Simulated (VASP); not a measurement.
# Lu (Fd-3m) in VASP: further runs

Runs on Lu. Level: PBEsol. Tasks: single point.

Everything below comes from runs of VASP 6.6.1. Logs are shortened: lines on timing, memory, paths and dates and some standing lists are left out, and cuts for length are marked.

**1. The cell of the first run**

Symmetry: Fd-3m, No. 227, cubic system. The conventional cell has a = 6.297 Å, b = 6.297 Å, c = 6.297 Å, α = 90.00°, β = 90.00°, γ = 90.00°. Within 3.6 Å of Lu (site symmetry -43m) lie 4 Lu at 2.73 Å.

**2. Single point, PBEsol (volume scaled by 0.68)**

INCAR

```
PREC     = Accurate       # precision mode
ENCUT    = 520            # plane-wave cutoff, eV
EDIFF    = 1E-6           # SCF threshold, eV
ISMEAR   = -1             # smearing method
SIGMA    = 0.05           # smearing width, eV
LREAL    = False          # projectors in reciprocal space
LASPH    = True           # aspherical terms in the spheres
NELM     = 80             # most SCF steps
ALGO     = Normal         # electronic algorithm
ISIF     = 2              # what is computed and relaxed
LWAVE    = False          # write WAVECAR
LCHARG   = False          # write CHGCAR
GGA      = PS             # functional
NBANDS   = 32             # bands
```

KPOINTS

```
Automatic mesh
0
Gamma
  10 10 10
```

POSCAR

```
Lu
1.0
    0.0000000000      3.1484096332      3.1484096332
    3.1484096332      0.0000000000      3.1484096332
    3.1484096332      3.1484096332      0.0000000000
Lu
2
Direct
   -0.1250000000     -0.1250000000     -0.1250000000
    0.1250000000      0.1250000000      0.1250000000
```

Potentials or basis: VASP PAW PBE potentials, release 64 (Lu).

Run with:

```console
$ cat potpaw_PBE.64/Lu/POTCAR > POTCAR
$ mpirun -np 1 vasp_std > vasp.out
```

OUTCAR:

```text
PREC = Accurate
   ENCUT = 520
   EDIFF = 1E-6
   ISMEAR = -1
   LREAL = False
   LASPH = True
   NELM = 80
   ISIF = 2
   GGA = PS

 ion  position               nearest neighbor table
   1  0.875  0.875  0.875-   2 2.73   2 2.73   2 2.73   2 2.73
   2  0.125  0.125  0.125-   1 2.73   1 2.73   1 2.73   1 2.73

  LATTYP: Found a face centered cubic cell.
 ALAT       =     6.2968192664

  Lattice vectors:

 A1 = (   0.0000000000,   3.1484096332,   3.1484096332)
 A2 = (   3.1484096332,   0.0000000000,   3.1484096332)
 A3 = (   3.1484096332,   3.1484096332,   0.0000000000)

Analysis of symmetry for initial positions (statically):
=====================================================================
 Subroutine PRICEL returns:
 Original cell was already a primitive cell.

 Routine SETGRP: Setting up the symmetry group for a
 face centered cubic supercell.

 Subroutine GETGRP returns: Found 48 space group operations
 (whereof 12 operations were pure point group operations)
 out of a pool of 48 trial point group operations.

The static configuration has the point symmetry D_3d.
 The point group associated with its full space group is O_h .

Analysis of symmetry for dynamics (positions and initial velocities):
=====================================================================
 Subroutine PRICEL returns:
 Original cell was already a primitive cell.

 Routine SETGRP: Setting up the symmetry group for a
 face centered cubic supercell.

 Subroutine GETGRP returns: Found 48 space group operations
 (whereof 12 operations were pure point group operations)
 out of a pool of 48 trial point group operations.

The dynamic configuration has the point symmetry D_3d.
 The point group associated with its full space group is O_h .

 Subroutine INISYM returns: Found 48 space group operations
 (whereof 12 operations are pure point group operations),
 and found     1 'primitive' translations

----------------------------------------------------------------------------------------

                                     Primitive cell

  volume of cell :      62.4171

  direct lattice vectors                    reciprocal lattice vectors
     0.000000000  3.148409633  3.148409633    -0.158810339  0.158810339  0.158810339
[... 75 lines left out ...]
   NGXF,Y,Z  is equivalent  to a cutoff of  26.88, 26.88, 26.88 a.u.
 SYSTEM =  unknown system
   PREC   = accura    normal or accurate (medium, high low for compatibility)
   ISTART =      0    job   : 0-new  1-cont  2-samecut
   ICHARG =      2    charge: 1-file 2-atom 10-const
   ISPIN  =      1    spin polarized calculation?
   LNONCOLLINEAR =      F non collinear calculations
   LSORBIT =      F    spin-orbit coupling
   LASPH  =      T    aspherical Exc in radial PAW
   ENCUT  =  520.0 eV  38.22 Ry    6.18 a.u.   8.28  8.28  8.28*2*pi/ulx,y,z
   NELM   =     80;   NELMIN=  2; NELMDL= -5     # of ELM steps
   EDIFF  = 0.1E-05   stopping-criterion for ELM
   LREAL  =      F    real-space projection
   EDIFFG = 0.1E-04   stopping-criterion for IOM
   NSW    =      0    number of steps for IOM
   IBRION =     -1    ionic relax: 0-MD 1-quasi-New 2-CG
   NFREE  =      0    steps in history (QN), initial steepest desc. (CG)
   ISIF   =      2    stress and relaxation
   ISYM   =      2    0-nonsym 1-usesym 2-fastsym
   POTIM  = 0.5000    time-step for ionic-motion
   TEBEG  =    0.0;   TEEND  =   0.0 temperature during run
   PSTRESS=    0.0 pullay stress
   NELECT =      50.0000    total number of electrons
   NUPDOWN=      -1.0000    fix difference up-down
   EMIN   =  10.00;   EMAX   =-10.00  energy-range for DOS
   EFERMI =   0.00;   METHOD = LEGACY
   ISMEAR =    -1;   SIGMA  =   0.05  broadening in eV -4-tet -1-fermi 0-gaus
   EFERMI_NEDOS =   21; number of points for ismear=-14 and -15
   IALGO  =     38    algorithm
   IMIX   =      4    mixing-type and parameters
     AMIX     =   0.40;   BMIX     =  1.00
     AMIX_MAG =   1.60;   BMIX_MAG =  1.00
  volume/ion in A,a.u.               =      31.21       210.61
  Fermi-wavevector in a.u.,A,eV,Ry     =   1.520420  2.873177 31.452279  2.311677
  Thomas-Fermi vector in A             =   2.629273
   LORBIT       =      0    0 simple, 1 ext, 2 COOP (PROOUT), +10 PAW based schemes
   GGA     = PS    functional components
   LHFCALC =     F    Hartree Fock is set to
   AEXX    =    0.0000 exact exchange contribution
   IVDW    =     0    specifies the selected vdW correction
   LEPSILON=     F    determine dielectric tensor
   LRPA    =     F    only Hartree local field effects (RPA)
 non-spin polarized calculation
  energy-cutoff  :      520.00
  volume of cell :       62.42
 maximum number of plane-waves:      1701
 NGX is ok and might be reduce to    36
   NGX = 17   NGY = 17   NGZ = 17

 number of electron      50.0000002 magnetization

 Free energy of the ion-electron system (eV)
  ---------------------------------------------------
  ext. energy  EPLUGINS =         0.00000000
  ---------------------------------------------------
  free energy    TOTEN  =        -5.29946412 eV

  energy without entropy =       -5.27916711  energy(sigma->0) =       -5.28931561

 E-fermi :   1.2888     XC(G=0): -10.2388

 val. band max:        1.2646270739   @ k =  -0.4000   0.4000   0.0000
 cond. band min:       1.3008985195   @ k =   0.5000   0.1000   0.0000
 fundamental gap:      0.0362714456
 Fermi energy:         1.2888026592

 k-point     1 :       0.0000    0.0000    0.0000
  band No.  band energies     occupation
      1     -55.4311      2.00000
      2     -55.0756      2.00000
      3     -26.4842      2.00000
      4     -26.4842      2.00000
      5     -26.4842      2.00000
      6     -25.4880      2.00000
[... 829 lines left out ...]
     31       4.8900      0.00000
     32       6.0837      0.00000

 [... further k-points ...]
[... 5 lines left out ...]
  --------------------------------------------------------------------------------------
  -------------------------------------------------------------------------------------
  Total        2.0231860      2.0231860      2.0231860      0.0000000      0.0000000      0.0000000
  in kB       51.9329155     51.9329155     51.9329155      0.0000000      0.0000000      0.0000000
  external PRESSURE =      51.9329155 kB  Pullay stress =       0.0000000 kB

 VOLUME and BASIS-vectors are now :
 -----------------------------------------------------------------------------
  energy-cutoff  :      520.00
  volume of cell :       62.42
      direct lattice vectors                 reciprocal lattice vectors
     0.000000000  3.148409633  3.148409633    -0.158810339  0.158810339  0.158810339
     3.148409633  0.000000000  3.148409633     0.158810339 -0.158810339  0.158810339
     3.148409633  3.148409633  0.000000000     0.158810339  0.158810339 -0.158810339

 POSITION                                       TOTAL-FORCE (eV/Angst)
 -----------------------------------------------------------------------------------
      5.50972      5.50972      5.50972         0.000000     -0.000000     -0.000000
      0.78710      0.78710      0.78710        -0.000000      0.000000      0.000000
 -----------------------------------------------------------------------------------
    total drift:                                0.000000      0.000000      0.000000

  FREE ENERGIE OF THE ION-ELECTRON SYSTEM (eV)
  ---------------------------------------------------
  free  energy   TOTEN  =        -5.2994641175 eV

  energy  without entropy=       -5.2791671089  energy(sigma->0) =       -5.28931561
```

Wall time 75 s (1 thread of Intel Xeon Platinum 8488C (Sapphire Rapids), shared host); peak memory 0.25 GiB.

What came out:

```
Free energy            : -5.2995 eV
Pressure               : 5.2 GPa
Band gap on the k mesh : zero (band 25 reaches 1.78 eV, above the bottom of band 26 at 0.94 eV)
```

Levels at points of the mesh, in eV from the Fermi level:
```
           k point  band 23  band 24  band 25  band 26  band 27  band 28
(0.00, 0.00, 0.00)    -5.11    -0.07    -0.07     0.86     0.86     0.86
(0.50, 0.00, 0.00)    -2.57    -0.98    -0.09    -0.09     0.90     0.90
(0.50, 0.50, 0.00)    -1.45    -1.45    -0.30    -0.30     1.07     1.07
```

Caveat: the PAW data sets were made with another functional, which shifts forces and pressure a little; spin-orbit coupling is left out, which moves the levels of the heavy elements.

**3. Single point, PBEsol (volume scaled by 0.68)**

INCAR

```
SYSTEM = Lu
ALGO = Normal
EDIFF = 1E-7
ENCUT = 520
GGA = PS
ISIF = 2
ISMEAR = -1
LASPH = .True.
LCHARG = .False.
LREAL = .False.
LWAVE = .False.
NBANDS = 32
NELM = 60
PREC = Accurate
SIGMA = 0.05
```

KPOINTS

```
k-points
0
Gamma
  10 10 10
  0 0 0
```

POSCAR is that of step 2.

Potentials or basis: VASP PAW PBE potentials, release 64 (Lu).

Run with:

```console
$ cat potpaw_PBE.64/Lu/POTCAR > POTCAR
$ mpirun -np 1 vasp_std > vasp.out
```

Run time: 96 s. Hardware: 1 thread of Intel Xeon Platinum 8488C (Sapphire Rapids), shared host; peak memory 0.24 GiB.

The run converged. Its results:

```
Free energy            : -5.2995 eV
Pressure               : 5.2 GPa
Band gap on the k mesh : zero (band 25 reaches 1.78 eV, above the bottom of band 26 at 0.94 eV)
```

Levels at points of the mesh, in eV from the Fermi level:
```tsv
k point	band 21	band 22	band 23	band 24	band 25	band 26	band 27	band 28	band 29	band 30
(0.00, 0.00, 0.00)	-5.32	-5.31	-5.11	-0.07	-0.07	0.86	0.86	0.86	2.84	2.84
(0.50, 0.00, 0.00)	-5.33	-5.32	-2.57	-0.98	-0.09	-0.09	0.90	0.90	0.93	4.23
(0.50, 0.50, 0.00)	-5.34	-5.34	-1.45	-1.45	-0.30	-0.30	1.07	1.07	2.94	2.94
```

Caveat: the PAW data sets were made with another functional, which shifts forces and pressure a little; spin-orbit coupling is left out, which moves the levels of the heavy elements.

(Part 1 of 2 ends here.)
